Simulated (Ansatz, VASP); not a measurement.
## Na: VASP beside Ansatz

```
Na
1.0
    -2.10403    2.10403    2.10403
     2.10403   -2.10403    2.10403
     2.10403    2.10403   -2.10403
Na
1
Direct
  0.66600 0.09200 0.18300
```

Alike in both runs: task single point; functional PBE; dispersion D3(BJ); k mesh 8 × 8 × 8; occupations gaussian, width 0.1 eV; no spin polarisation.

```csv
,VASP,Ansatz
version,VASP 6.6.1,Ansatz 0.2.0
potentials or method,"VASP PAW PBE potentials, release 64 (Na_pv), cutoff 500 eV","scalar-relativistic, plane waves, PAW"
valence electrons in the cell,7,9
```

|  | VASP | Ansatz | Ansatz less VASP |
| --- | --- | --- | --- |
| gap on the k mesh at the Fermi level (eV) | none | none | - |
| pressure (GPa) | -0.7 | -0.7 | +0.04 |

A gap of «none» marks a metal or a gap that the smearing closes. VASP's potentials hold 7 valence electrons a cell and Ansatz's 9, so a difference there can come from the potentials and not from the codes.
